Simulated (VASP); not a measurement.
# Ge2Sb2Te (P-3m1) in VASP: a series of runs

The runs below take Ge2Sb2Te through single point, relaxation of cell and atoms, with PBE.

Program: VASP 6.6.1. These are calculated values, not measurements. Logs are shortened: lines on timing, memory, paths and dates and some standing lists are left out, and cuts for length are marked.

### 1 The cell of the first run

Symmetry: P-3m1, No. 164, trigonal system. Conventional cell: a = 4.101 Å, b = 4.101 Å, c = 9.128 Å, α = 90.00°, β = 90.00°, γ = 120.00°. Ge (site symmetry 3m) has 4 Sb at 2.90 to 3.78 Å and 3 Te at 3.00 Å within 3.8 Å. Within 3.8 Å of Sb (site symmetry 3m) lie 4 Ge at 2.90 to 3.78 Å and 3 Sb at 3.17 Å. Te (site symmetry -3m) has 6 Ge at 3.00 Å within 3.9 Å.

### 2 Single point, PBE

File INCAR:

```
SYSTEM = Ge2Sb2Te
PREC     = Accurate       ! precision mode
ENCUT    = 520            ! plane-wave cutoff, eV
EDIFF    = 1E-6           ! SCF threshold, eV
ISMEAR   = 0              ! smearing method
SIGMA    = 0.1            ! smearing width, eV
LREAL    = .FALSE.        ! projectors in reciprocal space
LASPH    = .TRUE.         ! aspherical terms in the spheres
NELM     = 60             ! most SCF steps
ALGO     = Normal         ! electronic algorithm
ISIF     = 2              ! what is computed and relaxed
LWAVE    = .FALSE.        ! write WAVECAR
LCHARG   = .FALSE.        ! write CHGCAR
GGA      = PE             ! functional
NBANDS   = 30             ! bands
```

File KPOINTS:

```
Automatic mesh
0
G
  12 12 4
  0 0 0
```

File POSCAR:

```
Ge2Sb2Te
1.0
    4.1011422529      0.0000000000      0.0000000000
   -2.0505711264      3.5516933755      0.0000000000
    0.0000000000      0.0000000000      9.1283227637
Ge Sb Te
2 2 1
Direct
    0.6666666667      0.3333333333      0.7987113521
    0.3333333333      0.6666666667      0.2012886479
    0.6666666667      0.3333333333      0.3842021831
    0.3333333333      0.6666666667      0.6157978169
    0.0000000000      0.0000000000      0.0000000000
```

Potentials or basis: VASP PAW PBE potentials, release 64 (Ge_d, Sb, Te).

Started as:

```
$ cat potpaw_PBE.64/Ge_d/POTCAR potpaw_PBE.64/Sb/POTCAR potpaw_PBE.64/Te/POTCAR > POTCAR
$ mpirun -np 1 vasp_std > vasp.out
```

OUTCAR:

```text
SYSTEM = Ge2Sb2Te
   PREC = Accurate
   ENCUT = 520
   EDIFF = 1E-6
   ISMEAR = 0
   LREAL = .FALSE.
   LASPH = .TRUE.
   NELM = 60
   ISIF = 2
   GGA = PE

 ion  position               nearest neighbor table
   1  0.667  0.333  0.799-   4 2.90   4 2.90   4 2.90   5 3.00   5 3.00   5 3.00
   2  0.333  0.667  0.201-   3 2.90   3 2.90   3 2.90   5 3.00   5 3.00   5 3.00
   3  0.667  0.333  0.384-   2 2.90   2 2.90   2 2.90   4 3.17   4 3.17   4 3.17
   4  0.333  0.667  0.616-   1 2.90   1 2.90   1 2.90   3 3.17   3 3.17   3 3.17
   5  0.000  0.000  0.000-   1 3.00   2 3.00   2 3.00   1 3.00   1 3.00   2 3.00

  LATTYP: Found a hexagonal cell.
 ALAT       =     4.1011422529
 C/A-ratio  =     2.2258000822

  Lattice vectors:

 A1 = (   4.1011422529,   0.0000000000,   0.0000000000)
 A2 = (  -2.0505711264,   3.5516933755,   0.0000000000)
 A3 = (   0.0000000000,   0.0000000000,   9.1283227637)

Analysis of symmetry for initial positions (statically):
=====================================================================
 Subroutine PRICEL returns:
 Original cell was already a primitive cell.

 Routine SETGRP: Setting up the symmetry group for a
 hexagonal supercell.

 Subroutine GETGRP returns: Found 12 space group operations
 (whereof 12 operations were pure point group operations)
 out of a pool of 24 trial point group operations.

The static configuration has the point symmetry D_3d.

Analysis of symmetry for dynamics (positions and initial velocities):
=====================================================================
 Subroutine PRICEL returns:
 Original cell was already a primitive cell.

 Routine SETGRP: Setting up the symmetry group for a
 hexagonal supercell.

 Subroutine GETGRP returns: Found 12 space group operations
 (whereof 12 operations were pure point group operations)
 out of a pool of 24 trial point group operations.

The dynamic configuration has the point symmetry D_3d.

 Subroutine INISYM returns: Found 12 space group operations
 (whereof 12 operations are pure point group operations),
 and found     1 'primitive' translations

----------------------------------------------------------------------------------------

                                     Primitive cell

  volume of cell :     132.9631

  direct lattice vectors                    reciprocal lattice vectors
     4.101142253  0.000000000  0.000000000     0.243834507  0.140777918  0.000000000
    -2.050571126  3.551693376  0.000000000     0.000000000  0.281555837  0.000000000
     0.000000000  0.000000000  9.128322764     0.000000000  0.000000000  0.109549150

  length of vectors
[... 87 lines left out ...]
   NELM   =     60;   NELMIN=  2; NELMDL= -5     # of ELM steps
   EDIFF  = 0.1E-05   stopping-criterion for ELM
   LREAL  =      F    real-space projection
   EDIFFG = 0.1E-04   stopping-criterion for IOM
   NSW    =      0    number of steps for IOM
   IBRION =     -1    ionic relax: 0-MD 1-quasi-New 2-CG
   NFREE  =      0    steps in history (QN), initial steepest desc. (CG)
   ISIF   =      2    stress and relaxation
   ISYM   =      2    0-nonsym 1-usesym 2-fastsym
   POTIM  = 0.5000    time-step for ionic-motion
   TEBEG  =    0.0;   TEEND  =   0.0 temperature during run
   PSTRESS=    0.0 pullay stress
   NELECT =      44.0000    total number of electrons
   NUPDOWN=      -1.0000    fix difference up-down
   EMIN   =  10.00;   EMAX   =-10.00  energy-range for DOS
   EFERMI =   0.00;   METHOD = LEGACY
   ISMEAR =     0;   SIGMA  =   0.10  broadening in eV -4-tet -1-fermi 0-gaus
   EFERMI_NEDOS =   21; number of points for ismear=-14 and -15
   IALGO  =     38    algorithm
   IMIX   =      4    mixing-type and parameters
     AMIX     =   0.40;   BMIX     =  1.00
     AMIX_MAG =   1.60;   BMIX_MAG =  1.00
  volume/ion in A,a.u.               =      26.59       179.46
  Fermi-wavevector in a.u.,A,eV,Ry     =   1.132353  2.139838 17.445717  1.282224
  Thomas-Fermi vector in A             =   2.269054
   LORBIT       =      0    0 simple, 1 ext, 2 COOP (PROOUT), +10 PAW based schemes
   GGA     = PE    functional components
   LHFCALC =     F    Hartree Fock is set to
   AEXX    =    0.0000 exact exchange contribution
   IVDW    =     0    specifies the selected vdW correction
   LEPSILON=     F    determine dielectric tensor
   LRPA    =     F    only Hartree local field effects (RPA)
 non-spin polarized calculation
 Gauss-broadening in eV      SIGMA  =   0.10
  energy-cutoff  :      520.00
  volume of cell :      132.96
 maximum number of plane-waves:      3651
 NGX is ok and might be reduce to    32
   NGX = 15   NGY = 15   NGZ = 33

 number of electron      44.0000014 magnetization

 Free energy of the ion-electron system (eV)
  ---------------------------------------------------
  ext. energy  EPLUGINS =         0.00000000
  ---------------------------------------------------
  free energy    TOTEN  =       -19.86065227 eV

  energy without entropy =      -19.84720822  energy(sigma->0) =      -19.85393025

 E-fermi :   6.5355     XC(G=0):  -9.9221

 val. band max:        6.5278230894   @ k =   0.3333  -0.0000   0.0000
 cond. band min:       6.5422262108   @ k =   0.3333   0.0833   0.0000
 fundamental gap:      0.0144031215
 Fermi energy:         6.5355473164

 k-point     1 :       0.0000    0.0000    0.0000
  band No.  band energies     occupation
      1     -18.1422      2.00000
      2     -18.1422      2.00000
      3     -18.1421      2.00000
      4     -18.1421      2.00000
      5     -18.1412      2.00000
      6     -18.1406      2.00000
[... 781 lines left out ...]
     29      10.3773      0.00000
     30      11.1299      0.00000

 [... further k-points ...]
[... 5 lines left out ...]
  --------------------------------------------------------------------------------------
  -------------------------------------------------------------------------------------
  Total       -0.0039741     -0.0039741     -0.0290277     -0.0000000      0.0000000      0.0000000
  in kB       -0.0478874     -0.0478874     -0.3497781     -0.0000000      0.0000000      0.0000000
  external PRESSURE =      -0.1485176 kB  Pullay stress =       0.0000000 kB

 VOLUME and BASIS-vectors are now :
 -----------------------------------------------------------------------------
  energy-cutoff  :      520.00
  volume of cell :      132.96
      direct lattice vectors                 reciprocal lattice vectors
     4.101142253  0.000000000  0.000000000     0.243834507  0.140777918  0.000000000
    -2.050571126  3.551693376  0.000000000     0.000000000  0.281555837  0.000000000
     0.000000000  0.000000000  9.128322764     0.000000000  0.000000000  0.109549150

 POSITION                                       TOTAL-FORCE (eV/Angst)
 -----------------------------------------------------------------------------------
      2.05057      1.18390      7.29090        -0.000000     -0.000000     -0.003649
     -0.00000      2.36780      1.83743         0.000000      0.000000      0.003649
      2.05057      1.18390      3.50712         0.000000     -0.000000      0.005076
     -0.00000      2.36780      5.62120        -0.000000      0.000000     -0.005076
      0.00000      0.00000      0.00000         0.000000      0.000000      0.000000
 -----------------------------------------------------------------------------------
    total drift:                               -0.000000      0.000000      0.000000

  FREE ENERGIE OF THE ION-ELECTRON SYSTEM (eV)
  ---------------------------------------------------
  free  energy   TOTEN  =       -19.8606522746 eV

  energy  without entropy=      -19.8472082162  energy(sigma->0) =      -19.85393025
```

stdout:

```text
POSCAR found type information on POSCAR GeSbTe
 POSCAR found :  3 types and       5 ions
 scaLAPACK will be used
 LDA part: xc-table for (Slater+PW92), standard interpolation
 POSCAR, INCAR and KPOINTS ok, starting setup
 FFT: planning ... GRIDC
 FFT: planning ... GRID_SOFT
 FFT: planning ... GRID
 WAVECAR not read
 entering main loop
```

Run time: 3.7 min. Hardware: 1 thread of Intel Xeon 6975P-C, shared host; peak memory 0.44 GiB.

What came out:

```
Free energy            : -19.8607 eV
Pressure               : 0.0 GPa
Largest force          : 0.005 eV/Å
Band gap on the k mesh : zero (band 22 reaches 7.24 eV, above the bottom of band 23 at 5.53 eV)
```

Forces in eV/Å, atoms in the order of the input:
```
Ge   0.000  0.000 -0.004
Ge   0.000  0.000  0.004
Sb   0.000  0.000  0.005
Sb   0.000  0.000 -0.005
Te   0.000  0.000  0.000
```

Caveat: spin-orbit coupling is left out, which moves the levels of the heavy elements.

### 3 Relaxation of cell and atoms, PBE

This run uses another cell than the first one, of 21.59 Å³/atom, 0.812 times its volume.

File INCAR:

```
  PREC = Accurate
  ENCUT = 600
  EDIFF = 1E-6
  ISMEAR = 0
  SIGMA = 0.1
  LREAL = F
  LASPH = T
  NELM = 80
  ALGO = Normal
  ISIF = 3
  LWAVE = F
  LCHARG = F
  GGA = PE
  IBRION = 2
  NSW = 90
  EDIFFG = -0.04
```

File KPOINTS:

```
regular mesh
0
Gamma
  6 6 4
```

File POSCAR:

```
Ge2Sb2Te
1.0
    4.1123456300      0.0000000000      0.0000000000
   -2.0561728200      3.5613957900      0.0000000000
    0.0000000000      0.0000000000      7.3694128500
Ge Sb Te
2 2 1
Direct
    0.6666666700      0.3333333300      0.8006809900
    0.3333333300      0.6666666700      0.1993190100
    0.6666666700      0.3333333300      0.3537370000
    0.3333333300      0.6666666700      0.6462630000
    0.0000000000      0.0000000000      0.0000000000
```

Potentials or basis: VASP PAW PBE potentials, release 64 (Ge_d, Sb, Te).

Started as:

```
$ cat potpaw_PBE.64/Ge_d/POTCAR potpaw_PBE.64/Sb/POTCAR potpaw_PBE.64/Te/POTCAR > POTCAR
$ mpirun -np 1 vasp_std > vasp.out
```

OUTCAR:

```text
PREC = Accurate
   ENCUT = 600
   EDIFF = 1E-6
   ISMEAR = 0
   LREAL = F
   LASPH = T
   NELM = 80
   ISIF = 3
   GGA = PE
   IBRION = 2
   NSW = 90
   EDIFFG = -0.04

 ion  position               nearest neighbor table
   1  0.667  0.333  0.801-   4 2.63   4 2.63   4 2.63   5 2.79   5 2.79   5 2.79   3 3.29
   2  0.333  0.667  0.199-   3 2.63   3 2.63   3 2.63   5 2.79   5 2.79   5 2.79   4 3.29
   3  0.667  0.333  0.354-   2 2.63   2 2.63   2 2.63   4 3.21   4 3.21   4 3.21   1 3.29   5 3.53
                             5 3.53   5 3.53
   4  0.333  0.667  0.646-   1 2.63   1 2.63   1 2.63   3 3.21   3 3.21   3 3.21   2 3.29   5 3.53
                             5 3.53   5 3.53
   5  0.000  0.000  0.000-   1 2.79   2 2.79   1 2.79   2 2.79   1 2.79   2 2.79   3 3.53   4 3.53
                             3 3.53   4 3.53   4 3.53   3 3.53

  LATTYP: Found a hexagonal cell.
 ALAT       =     4.1123456300
 C/A-ratio  =     1.7920217591

  Lattice vectors:

 A1 = (   4.1123456300,   0.0000000000,   0.0000000000)
 A2 = (  -2.0561728200,   3.5613957900,   0.0000000000)
 A3 = (   0.0000000000,   0.0000000000,   7.3694128500)

Analysis of symmetry for initial positions (statically):
=====================================================================
 Subroutine PRICEL returns:
 Original cell was already a primitive cell.

 Routine SETGRP: Setting up the symmetry group for a
 hexagonal supercell.

 Subroutine GETGRP returns: Found 12 space group operations
 (whereof 12 operations were pure point group operations)
 out of a pool of 24 trial point group operations.

The static configuration has the point symmetry D_3d.

Analysis of symmetry for dynamics (positions and initial velocities):
=====================================================================
 Subroutine PRICEL returns:
 Original cell was already a primitive cell.

 Routine SETGRP: Setting up the symmetry group for a
 hexagonal supercell.

[... 121 lines left out ...]
   NUPDOWN=      -1.0000    fix difference up-down
   EMIN   =  10.00;   EMAX   =-10.00  energy-range for DOS
   EFERMI =   0.00;   METHOD = LEGACY
   ISMEAR =     0;   SIGMA  =   0.10  broadening in eV -4-tet -1-fermi 0-gaus
   EFERMI_NEDOS =   21; number of points for ismear=-14 and -15
   IALGO  =     38    algorithm
   IMIX   =      4    mixing-type and parameters
     AMIX     =   0.40;   BMIX     =  1.00
     AMIX_MAG =   1.60;   BMIX_MAG =  1.00
  volume/ion in A,a.u.               =      21.59       145.67
  Fermi-wavevector in a.u.,A,eV,Ry     =   1.213887  2.293913 20.048468  1.473521
  Thomas-Fermi vector in A             =   2.349324
   LORBIT       =      0    0 simple, 1 ext, 2 COOP (PROOUT), +10 PAW based schemes
   GGA     = PE    functional components
   LHFCALC =     F    Hartree Fock is set to
   AEXX    =    0.0000 exact exchange contribution
   IVDW    =     0    specifies the selected vdW correction
   LEPSILON=     F    determine dielectric tensor
   LRPA    =     F    only Hartree local field effects (RPA)
 conjugate gradient relaxation of ions
 non-spin polarized calculation
 Gauss-broadening in eV      SIGMA  =   0.10
  energy-cutoff  :      600.00
  volume of cell :      107.93
 maximum number of plane-waves:      3642
 NGX is ok and might be reduce to    36
   NGX = 17   NGY = 17   NGZ = 29

--------------------------------------- Ionic step        1  -------------------------------------------

 number of electron      44.0000008 magnetization

 Free energy of the ion-electron system (eV)
  ---------------------------------------------------
  ext. energy  EPLUGINS =         0.00000000
  ---------------------------------------------------
  free energy    TOTEN  =       -17.76238830 eV

  energy without entropy =      -17.75413719  energy(sigma->0) =      -17.75826275

------------------------ aborting loop because EDIFF is reached ----------------------------------------

  FORCE on cell =-STRESS in cart. coord.  units (eV):
  Direction    XX          YY          ZZ          XY          YZ          ZX
  --------------------------------------------------------------------------------------
  -------------------------------------------------------------------------------------
  Total       12.9906216     12.9906216     16.6068699     -0.0000000      0.0000000     -0.0000000
  in kB      192.8402905    192.8402911    246.5219689     -0.0000003      0.0000000     -0.0000000
  external PRESSURE =     210.7341835 kB  Pullay stress =       0.0000000 kB
[... 1507 lines left out ...]
     25       9.9515      0.00000
     26       9.9515      0.00000

[... ionic steps 4 to 11 ...]

--------------------------------------- Ionic step       12  -------------------------------------------

 number of electron      44.0000010 magnetization

------------------------ aborting loop because EDIFF is reached ----------------------------------------
[... 73 lines left out ...]
--------------------------------------- Ionic step       14  -------------------------------------------

 number of electron      43.9999996 magnetization

 Free energy of the ion-electron system (eV)
  ---------------------------------------------------
  ext. energy  EPLUGINS =         0.00000000
  ---------------------------------------------------
  free energy    TOTEN  =       -19.85294991 eV

  energy without entropy =      -19.84462526  energy(sigma->0) =      -19.84878759

 E-fermi :   6.5213     XC(G=0):  -9.9330

 val. band max:        6.4595526319   @ k =   0.3333  -0.0000   0.2500
 cond. band min:       6.5385488398   @ k =   0.3333  -0.0000   0.0000
 fundamental gap:      0.0789962079
 Fermi energy:         6.5213496185
[... 726 lines left out ...]
  FREE ENERGIE OF THE ION-ELECTRON SYSTEM (eV)
  ---------------------------------------------------
  free  energy   TOTEN  =       -19.8529499134 eV

  energy  without entropy=      -19.8446252618  energy(sigma->0) =      -19.84878759

 reached required accuracy - stopping structural energy minimisation
```

It took 14 min on 1 thread of Intel Xeon 6975P-C, shared host; peak memory 0.34 GiB.

Results:

```
Free energy                            : -19.8529 eV
Relaxed volume                         : 26.55 Å³/atom
Relaxed cell                           : a = 4.077 Å, b = 4.077 Å, c = 9.225 Å, α = 90.00°, β = 90.00°, γ = 120.00°
Space group after relaxing (to 0.05 Å) : P-3m1 (No. 164)
Energy gained by relaxing              : 418.1 meV/atom
Ionic steps                            : 14
Pressure after relaxing                : 0.1 GPa
Largest force after relaxing           : 0.032 eV/Å
Band gap on the k mesh                 : zero (band 22 reaches 7.39 eV, above the bottom of band 23 at 5.67 eV)
```

Forces in eV/Å, atoms in the order of the input:
```
Ge   0.000  0.000  0.032
Ge   0.000  0.000 -0.032
Sb   0.000  0.000 -0.011
Sb   0.000  0.000  0.011
Te   0.000  0.000  0.000
```

The path:
| step | energy change (eV) | largest force (eV/Å) | pressure (GPa) | volume (Å³) |
| --- | --- | --- | --- | --- |
| 1 | 0.0000 | 1.2961 | 21.07 | 107.93 |
| 2 | -1.2767 | 0.4673 | -5.41 | 158.58 |
| 3 | -1.6593 | 0.4832 | -0.24 | 137.79 |
| 4 | -1.6591 | 0.4769 | -0.45 | 138.44 |
| 5 | -1.7448 | 0.4570 | -0.60 | 138.14 |
| 6 | -1.9497 | 0.4091 | -0.74 | 136.80 |
| 7 | -1.9443 | 0.5341 | 0.21 | 132.36 |
| 8 | -2.0254 | 0.3388 | -0.52 | 135.25 |
| 9 | -2.0288 | 0.3801 | -0.58 | 134.93 |
| 10 | -2.0684 | 0.2831 | 0.87 | 130.96 |
| 11 | -2.0695 | 0.2532 | 1.26 | 130.16 |
| 12 | -2.0870 | 0.0648 | 0.69 | 131.27 |
| 13 | -2.0876 | 0.0565 | 0.51 | 131.57 |
| 14 | -2.0906 | 0.0320 | 0.07 | 132.77 |

Final structure:
```
CELL_PARAMETERS angstrom
4.07678 0.00000 0.00000
-2.03839 3.53059 0.00000
0.00000 0.00000 9.22457
ATOMIC_POSITIONS crystal
Ge 0.66667 0.33333 0.79903
Ge 0.33333 0.66667 0.20097
Sb 0.66667 0.33333 0.38760
Sb 0.33333 0.66667 0.61240
Te 0.00000 0.00000 0.00000
```

Levels at points of the mesh, in eV from the Fermi level:
```csv
k point,band 18,band 19,band 20,band 21,band 22,band 23,band 24,band 25,band 26
"(0.00, 0.00, 0.00)",-0.80,-0.63,-0.63,-0.48,0.87,0.87,1.88,2.10,2.18
"(0.50, 0.00, 0.00)",-2.95,-2.66,-1.87,-1.36,-1.31,-0.85,1.17,1.23,3.07
"(0.00, 0.00, 0.50)",-1.16,-0.40,-0.40,0.40,0.40,0.51,0.90,2.30,2.30
"(0.50, 0.00, 0.50)",-3.96,-2.68,-2.24,-1.11,-0.40,0.55,0.73,1.79,2.35
```

Caveat: the volume moved by over 15 % at a fixed basis, so the end points are rough; spin-orbit coupling is left out, which moves the levels of the heavy elements.
